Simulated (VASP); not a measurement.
Write the native input for VASP 6.6.1 that does the following.

```
Task                   : single point
Functional             : PBE
Potentials or basis    : VASP PAW PBE potentials, release 64 (Ge_d, Sb, Te)
Cutoff                 : 520 eV
k mesh                 : 3 × 3 × 3
Occupations            : gaussian, width 0.1 eV
Spin                   : no spin polarisation
Dipole correction      : no
Further INCAR settings : ALGO = Normal; EDIFF = 1e-06; NBANDS = 26
```

The structure of GeSbTe3 lies in POSCAR:

```
GeSbTe3
1.0
    2.1034800504      1.2144447733      9.8714625907
   -2.1034800504      1.2144447733      9.8714625907
    0.0000000000     -2.4288895466      9.8714625907
Ge Sb Te
1 1 3
Direct
    0.5978230000      0.5978230000      0.5978230000
    0.3977000000      0.3977000000      0.3977000000
    0.9983600000      0.9983600000      0.9983600000
    0.9114256637      0.6737243363      0.7925750000
    0.2135430000      0.2135430000      0.2135430000
```

These files were run (other wordings do the same):

INCAR

```
PREC     = Accurate       # precision mode
ENCUT    = 520            # plane-wave cutoff, eV
EDIFF    = 1E-6           # SCF threshold, eV
ISMEAR   = 0              # smearing method
SIGMA    = 0.1            # smearing width, eV
LREAL    = F              # projectors in reciprocal space
LASPH    = T              # aspherical terms in the spheres
NELM     = 100            # most SCF steps
ALGO     = Normal         # electronic algorithm
ISIF     = 2              # what is computed and relaxed
LWAVE    = F              # write WAVECAR
LCHARG   = F              # write CHGCAR
GGA      = PE             # functional
NBANDS   = 26             # bands
```

KPOINTS

```
Automatic mesh
0
Gamma
  3 3 3
```

Potentials or basis: VASP PAW PBE potentials, release 64 (Ge_d, Sb, Te).

Run with:

```sh
$ cat potpaw_PBE.64/Ge_d/POTCAR potpaw_PBE.64/Sb/POTCAR potpaw_PBE.64/Te/POTCAR > POTCAR
$ mpirun -np 1 vasp_std > vasp.out
```

It gave:

```json
{
 "Pressure": "1.5 GPa",
 "Largest force": "1.635 eV/Å"
}
```

Caveat: the k points lie up to 0.58 Å⁻¹ apart; forces of over 1 eV/Å act on the atoms, so gaps and moduli don't describe the material at rest.

Run time: 3 min on 1 thread of Intel(R) Xeon(R) 6975P-C (Granite Rapids), on a shared host, peak memory 0.92 GiB.
